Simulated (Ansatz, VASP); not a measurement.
## Sb in VASP and in Ansatz

```
Sb
1.0
     2.15060    1.24165    3.74400
    -2.15060    1.24165    3.74400
     0.00000   -2.48330    3.74400
Sb
2
Direct
  0.23364 0.23364 0.23364
  0.76636 0.76636 0.76636
```

Alike in both runs: task single point; functional PBE; dispersion D3(BJ); k mesh 15 × 15 × 15; occupations gaussian, width 0.15 eV; no spin polarisation.

|  | VASP | Ansatz |
| --- | --- | --- |
| version | VASP 6.6.1 | Ansatz 0.2.0 |
| potentials or method | VASP PAW PBE potentials, release 64 (Sb), cutoff 520 eV | scalar-relativistic, plane waves, PAW |
| valence electrons in the cell | 10 | 30 |

Ansatz gave:

| Item | Value |
| --- | --- |
| gap on the k mesh at the Fermi level (eV) | none |
| pressure (GPa) | 0.5 |
| traceless stress, the component that is largest in VASP (GPa) | -0.34 |
| rms of the force components (eV/Å) | 0.131 |

Q: What did VASP give for the same quantities?

A: gap on the k mesh at the Fermi level (eV): none; pressure (GPa): 0.5; traceless stress, the component that is largest in VASP (GPa): -0.37; rms of the force components (eV/Å): 0.158.

Atom by atom the forces differ by 0.027 eV/Å (rms over components). A gap of «none» marks a metal or a gap that the smearing closes. VASP's potentials hold 10 valence electrons a cell and Ansatz's 30, so a difference there can come from the potentials and not from the codes.

Neither program's run includes spin-orbit coupling.
